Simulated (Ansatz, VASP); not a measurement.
# One calculation of SnO, two programs

INCAR

```
SYSTEM = SnO
ALGO = Normal
EDIFF = 1E-6
ENCUT = 520
GGA = PE
ISIF = 2
ISMEAR = -1
LASPH = .TRUE.
LCHARG = .FALSE.
LREAL = .FALSE.
LWAVE = .FALSE.
NBANDS = 17
NELM = 100
PREC = Accurate
SIGMA = 0.02
```

The input KPOINTS:

```
k-points
0
G
  8 8 8
  0 0 0
```

File POSCAR:

```
SnO
1.0
    0.0000000000      2.4139300532      2.5369732561
    2.4139300532      0.0000000000      2.5369732561
    2.4139300532      2.4139300532      0.0000000000
Sn O
1 1
Direct
    0.0000000000      0.0000000000      0.0000000000
    0.5000000000      0.5000000000      0.5000000000
```

Input for Ansatz:

```yaml
crystal:
  lattice:
    - [0.0, 2.4139300532, 2.5369732561]
    - [2.4139300532, 0.0, 2.5369732561]
    - [2.4139300532, 2.4139300532, 0.0]
  atoms:
    - { symbol: Sn, position: [0.0, 0.0, 0.0] }
    - { symbol: O, position: [0.5, 0.5, 0.5] }
kpoints:
  mp_grid: { grid: [8, 8, 8] }
  band_path:
    path:
      - [0.0, 0.0, 0.0]
      - [0.5, 0.0, 0.5]
      - [0.625, 0.25, 0.625]
      - [0.375, 0.375, 0.75]
      - [0.5, 0.5, 0.5]
      - [0.5, 0.25, 0.75]
      - [0.5, 0.425, 0.575]
      - [0.17041, 0.176758, -0.432699]
      - [-0.102539, 0.073893, 0.480794]
    npoints: 1
hamiltonian:
  xc: pbe
scf:
  occupations: { method: fermi_dirac, width: 0.02 }
  n_extra_bands: 4
output:
  forces: true
  stress: true
  eigenvalues: true
```

Change from the starting cell: biaxial_xy strain -4.8%.

Alike in both runs: task single point; functional PBE; k mesh 8 × 8 × 8; occupations fermi-dirac, width 0.02 eV; no spin polarisation.

|  | VASP | Ansatz |
| --- | --- | --- |
| version | VASP 6.6.1 | Ansatz 0.2.0 |
| potentials or method | VASP PAW PBE potentials, release 64 (Sn_d, O) | plane waves, PAW |
| plane-wave cutoff (eV) | 520 | 420 |
| valence electrons in the cell | 20 | 20 |

```tsv
	VASP	Ansatz	Ansatz less VASP
gap on the k mesh at the Fermi level (eV)	0.80	0.80	+0.002
pressure (GPa)	15.7	15.7	-0.02
traceless stress, the component that is largest in VASP (GPa)	-4.77	-4.72	+0.052
```
